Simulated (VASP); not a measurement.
Here is a VASP 6.6.1 calculation.

The input INCAR:

```
  PREC = Accurate
  ENCUT = 600
  EDIFF = 1E-6
  ISMEAR = 0
  SIGMA = 0.1
  LREAL = False
  LASPH = True
  NELM = 80
  ALGO = Normal
  ISIF = 3
  LWAVE = False
  LCHARG = False
  GGA = PE
  IBRION = 2
  NSW = 90
  EDIFFG = -0.04
```

The input KPOINTS:

```
regular mesh
0
Gamma
  4 4 6
```

The input POSCAR:

```
Be2S3
1.0
    4.7633164494      0.0000000000      0.0000000000
    0.0000000000      4.9205842264      0.0000000000
    0.0000000000      0.0000000000      3.5791811161
Be S
2 3
Direct
    0.0000000000      0.0000000000      0.0000000000
    0.5000000000      0.5000000000      0.6666666667
    0.2649058138      0.0000000000      0.1958908734
    0.7350941862      0.0000000000      0.1958908734
    0.0000000000      0.5000000000      0.7500000000
```

Potentials or basis: VASP PAW PBE potentials, release 64 (Be, S).

Launch:

```sh
$ cat potpaw_PBE.64/Be/POTCAR potpaw_PBE.64/S/POTCAR > POTCAR
$ mpirun -np 1 vasp_std > vasp.out
```

(1) Predict the relaxed cell.

(2) Predict the relaxed volume.

Results:

(1) a = 4.906 Å, b = 3.422 Å, c = 5.880 Å, α = 90.00°, β = 90.00°, γ = 90.00°.

(2) 19.74 Å³/atom.

Caveat: the volume moved by over 15 % at a fixed basis, so the end points are rough.
